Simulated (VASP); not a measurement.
# La (Im-3m) in VASP: further runs, part 2 of 2

VASP 6.6.1. The steps go on from the part before.

### Step 5. Relaxation of cell and atoms, PBE, target pressure 130 GPa, at which the enthalpy is minimised

Input file INCAR:

```
SYSTEM = La
PREC = Accurate
ENCUT = 600
EDIFF = 1E-7
ISMEAR = -1
SIGMA = 0.05
LREAL = .False.
LASPH = .True.
NELM = 60
ALGO = Normal
ISIF = 3
LWAVE = .False.
LCHARG = .False.
GGA = PE
IBRION = 2
NSW = 32
EDIFFG = -0.005
PSTRESS = 1300.0
```

Input file KPOINTS:

```
Automatic mesh
0
Gamma
  17 17 17
  0 0 0
```

Input file POSCAR:

```
La
1.0
   -1.5745673508      1.5745673508      1.5745673508
    1.5745673508     -1.5745673508      1.5745673508
    1.5745673508      1.5745673508     -1.5745673508
La
1
Direct
    0.0000000000      0.0000000000      0.0000000000
```

Potentials or basis: VASP PAW PBE potentials, release 64 (La).

Started as:

```
$ cat potpaw_PBE.64/La/POTCAR > POTCAR
$ mpirun -np 1 vasp_std > vasp.out
```

OUTCAR:

```text
SYSTEM = La
   PREC = Accurate
   ENCUT = 600
   EDIFF = 1E-7
   ISMEAR = -1
   LREAL = .False.
   LASPH = .True.
   NELM = 60
   ISIF = 3
   GGA = PE
   IBRION = 2
   NSW = 32
   EDIFFG = -0.005
   PSTRESS = 1300.0

 ion  position               nearest neighbor table
   1  0.000  0.000  0.000-

  LATTYP: Found a body centered cubic cell.
 ALAT       =     3.1491347016

  Lattice vectors:

 A1 = (  -1.5745673508,   1.5745673508,   1.5745673508)
 A2 = (   1.5745673508,  -1.5745673508,   1.5745673508)
 A3 = (   1.5745673508,   1.5745673508,  -1.5745673508)

Analysis of symmetry for initial positions (statically):
=====================================================================
 Subroutine PRICEL returns:
 Original cell was already a primitive cell.

 Routine SETGRP: Setting up the symmetry group for a
 body centered cubic supercell.

 Subroutine GETGRP returns: Found 48 space group operations
 (whereof 48 operations were pure point group operations)
 out of a pool of 48 trial point group operations.

The static configuration has the point symmetry O_h .

Analysis of symmetry for dynamics (positions and initial velocities):
=====================================================================
 Subroutine PRICEL returns:
 Original cell was already a primitive cell.

 Routine SETGRP: Setting up the symmetry group for a
 body centered cubic supercell.

 Subroutine GETGRP returns: Found 48 space group operations
 (whereof 48 operations were pure point group operations)
 out of a pool of 48 trial point group operations.

The dynamic configuration has the point symmetry O_h .

 Subroutine INISYM returns: Found 48 space group operations
 (whereof 48 operations are pure point group operations),
 and found     1 'primitive' translations

----------------------------------------------------------------------------------------

                                     Primitive cell

  volume of cell :      15.6151

  direct lattice vectors                    reciprocal lattice vectors
    -1.574567351  1.574567351  1.574567351     0.000000000  0.317547547  0.317547547
     1.574567351 -1.574567351  1.574567351     0.317547547  0.000000000  0.317547547
     1.574567351  1.574567351 -1.574567351     0.317547547  0.317547547  0.000000000

  length of vectors
     2.727230652  2.727230652  2.727230652     0.449080048  0.449080048  0.449080048

  position of ions in fractional coordinates (direct lattice)
     0.000000000  0.000000000  0.000000000

  ion indices of the primitive-cell ions
   primitive index   ion index
                 1           1

----------------------------------------------------------------------------------------

 KPOINTS: Automatic mesh

Automatic generation of k-mesh.
 Grid dimensions read from file:
 generate k-points for:   17   17   17

 Generating k-lattice:

  Cartesian coordinates                     Fractional coordinates (reciprocal lattice)
     0.000000000  0.018679267  0.018679267     0.058823529  0.000000000  0.000000000
[... 42 lines left out ...]
   number of dos      NEDOS =    301   number of ions     NIONS =      1
   total plane-waves  NPLWV =  13824
   dimension x,y,z NGX =    24 NGY =   24 NGZ =   24
   dimension x,y,z NGXF=    48 NGYF=   48 NGZF=   48
   ions per type =               1
   NGX,Y,Z   is equivalent  to a cutoff of  14.63, 14.63, 14.63 a.u.
   NGXF,Y,Z  is equivalent  to a cutoff of  29.26, 29.26, 29.26 a.u.
 SYSTEM =  La
   PREC   = accura    normal or accurate (medium, high low for compatibility)
   ISTART =      0    job   : 0-new  1-cont  2-samecut
   ICHARG =      2    charge: 1-file 2-atom 10-const
   ISPIN  =      1    spin polarized calculation?
   LNONCOLLINEAR =      F non collinear calculations
   LSORBIT =      F    spin-orbit coupling
   LASPH  =      T    aspherical Exc in radial PAW
   ENCUT  =  600.0 eV  44.10 Ry    6.64 a.u.   5.45  5.45  5.45*2*pi/ulx,y,z
   NELM   =     60;   NELMIN=  2; NELMDL= -5     # of ELM steps
   EDIFF  = 0.1E-06   stopping-criterion for ELM
   LREAL  =      F    real-space projection
   EDIFFG = -.5E-02   stopping-criterion for IOM
   NSW    =     32    number of steps for IOM
   IBRION =      2    ionic relax: 0-MD 1-quasi-New 2-CG
   NFREE  =      1    steps in history (QN), initial steepest desc. (CG)
   ISIF   =      3    stress and relaxation
   ISYM   =      2    0-nonsym 1-usesym 2-fastsym
   POTIM  = 0.5000    time-step for ionic-motion
   TEBEG  =    0.0;   TEEND  =   0.0 temperature during run
   PSTRESS= 1300.0 pullay stress
   NELECT =      11.0000    total number of electrons
   NUPDOWN=      -1.0000    fix difference up-down
   EMIN   =  10.00;   EMAX   =-10.00  energy-range for DOS
   EFERMI =   0.00;   METHOD = LEGACY
   ISMEAR =    -1;   SIGMA  =   0.05  broadening in eV -4-tet -1-fermi 0-gaus
   EFERMI_NEDOS =   21; number of points for ismear=-14 and -15
   IALGO  =     38    algorithm
   IMIX   =      4    mixing-type and parameters
     AMIX     =   0.40;   BMIX     =  1.00
     AMIX_MAG =   1.60;   BMIX_MAG =  1.00
  volume/ion in A,a.u.               =      15.62       105.38
  Fermi-wavevector in a.u.,A,eV,Ry     =   1.456659  2.752686 28.869586  2.121855
  Thomas-Fermi vector in A             =   2.573551
   LORBIT       =      0    0 simple, 1 ext, 2 COOP (PROOUT), +10 PAW based schemes
   GGA     = PE    functional components
   LHFCALC =     F    Hartree Fock is set to
   AEXX    =    0.0000 exact exchange contribution
   IVDW    =     0    specifies the selected vdW correction
   LEPSILON=     F    determine dielectric tensor
   LRPA    =     F    only Hartree local field effects (RPA)
 conjugate gradient relaxation of ions
 non-spin polarized calculation
  energy-cutoff  :      600.00
  volume of cell :       15.62
 maximum number of plane-waves:       539
 NGX is ok and might be reduce to    24
   NGX = 11   NGY = 11   NGZ = 11

--------------------------------------- Ionic step        1  -------------------------------------------

 number of electron      11.0000001 magnetization

 Free energy of the ion-electron system (eV)
  ---------------------------------------------------
  ext. energy  EPLUGINS =         0.00000000
  ---------------------------------------------------
  free energy    TOTEN  =        -1.13460942 eV

  energy without entropy =       -1.12510072  energy(sigma->0) =       -1.12985507

------------------------ aborting loop because EDIFF is reached ----------------------------------------

  FORCE on cell =-STRESS in cart. coord.  units (eV):
  Direction    XX          YY          ZZ          XY          YZ          ZX
  --------------------------------------------------------------------------------------
  -------------------------------------------------------------------------------------
  Total       12.6761097     12.6761097     12.6761097      0.0000000     -0.0000000      0.0000000
  in kB     1300.6272638   1300.6272638   1300.6272638      0.0000000     -0.0000000      0.0000000
  external PRESSURE =       0.6272638 kB  Pullay stress =    1300.0000000 kB
[... 61 lines left out ...]
--------------------------------------- Ionic step        3  -------------------------------------------

 number of electron      11.0000001 magnetization

 Free energy of the ion-electron system (eV)
  ---------------------------------------------------
  ext. energy  EPLUGINS =         0.00000000
  ---------------------------------------------------
  free energy    TOTEN  =        -1.13603385 eV

  energy without entropy =       -1.12652448  energy(sigma->0) =       -1.13127917

 E-fermi :  19.7983     XC(G=0): -13.7109

 val. band max:       19.7922119557   @ k =   0.3529   0.1176   0.0588
 cond. band min:      19.7995929451   @ k =  -0.2353   0.2941   0.1176
 fundamental gap:      0.0073809894
 Fermi energy:        19.7982807269

 k-point     1 :       0.0000    0.0000    0.0000
  band No.  band energies     occupation
      1     -15.0346      2.00000
      2       8.5852      2.00000
      3       8.5852      2.00000
      4       8.5852      2.00000
      5      21.2617      0.00000
      6      21.2617      0.00000
      7      21.2617      0.00000
      8      22.2730      0.00000
      9      22.2730      0.00000
[... 265 lines left out ...]
 k-point    24 :       0.1765    0.1765    0.0000
  band No.  band energies     occupation
      1     -13.1274      2.00000
      2       2.1621      2.00000
      3       5.4756      2.00000
      4       7.4625      2.00000
      5      18.7256      2.00000
      6      19.5471      1.98691
      7      21.7519      0.00000
      8      22.6513      0.00000
      9      23.3183      0.00000

 [... further k-points ...]

------------------------ aborting loop because EDIFF is reached ----------------------------------------

  FORCE on cell =-STRESS in cart. coord.  units (eV):
  Direction    XX          YY          ZZ          XY          YZ          ZX
  --------------------------------------------------------------------------------------
  -------------------------------------------------------------------------------------
  Total       12.6721299     12.6721299     12.6721299      0.0000000     -0.0000000      0.0000000
  in kB     1300.0727919   1300.0727919   1300.0727919      0.0000000     -0.0000000      0.0000000
  external PRESSURE =       0.0727919 kB  Pullay stress =    1300.0000000 kB
[... 20 lines left out ...]
  energy  without entropy=       -1.1265244846  energy(sigma->0) =       -1.13127917

  enthalpy is  TOTEN    =        11.5353865682 eV   P V=       12.6714204138

 reached required accuracy - stopping structural energy minimisation
```

It took 35 s on 1 thread of AMD EPYC 9R45 (Zen 5), shared host; peak memory 0.16 GiB.

Results:

| Property | Result |
| --- | --- |
| Free energy | -1.1360 eV |
| Relaxed volume | 15.62 Å³/atom |
| Relaxed cell | a = 2.727 Å, b = 2.727 Å, c = 2.727 Å, α = 109.47°, β = 109.47°, γ = 109.47° |
| Space group after relaxing (to 0.1 Å) | Im-3m (No. 229) |
| Energy change on relaxing (the run minimises the enthalpy) | -1.4 meV/atom |
| Ionic steps | 3 |
| Pressure after relaxing | 130.0 GPa |
| Band gap on the k mesh | zero (an odd number of electrons rules out a gap without spin polarisation) |

The path:
```tsv
step	energy change (eV)	largest force (eV/Å)	pressure (GPa)	volume (Å³)
1	0.0000	0.0000	130.06	15.62
2	-0.0112	0.0000	129.61	15.63
3	-0.0014	0.0000	130.01	15.62
```

Final structure:
```yaml
crystal:
  lattice:
    - [-1.57463, 1.57463, 1.57463]
    - [1.57463, -1.57463, 1.57463]
    - [1.57463, 1.57463, -1.57463]
  atoms:
    - { symbol: La, position: [0.00000, 0.00000, 0.00000] }
```

Caveat: the cell is relaxed towards a set pressure, so the run minimises the enthalpy, not the energy; spin-orbit coupling is left out, which moves the levels of the heavy elements.

### Step 6. Overview

| task | cell | cutoff (eV) | gap on the mesh (eV) | pressure (GPa) |
| --- | --- | --- | --- | --- |
| single point | a = 2.727 Å, angles 109.5°, 1 atom | 520 | none | 130.0 |
| single point | a = 2.726 Å, angles 109.5°, 1 atom | 520 | none | 130.6 |
| relaxation of cell and atoms | relaxed to 130 GPa from a = 2.727 Å, angles 109.5°, 1 atom | 600 | none | 130.0 |

Alike in all rows: level PBE; potentials or basis VASP PAW PBE potentials, release 64 (La); no spin polarisation; k mesh 17 × 17 × 17; smearing fermi-dirac 0.05 eV.

Caveats: spin-orbit coupling is left out, which moves the levels of the heavy elements; the cell stands under pressure (at least some runs); the cell is relaxed towards a set pressure, so the run minimises the enthalpy, not the energy (at least some runs).

Absolute energies hang on the potentials; compare differences alone.
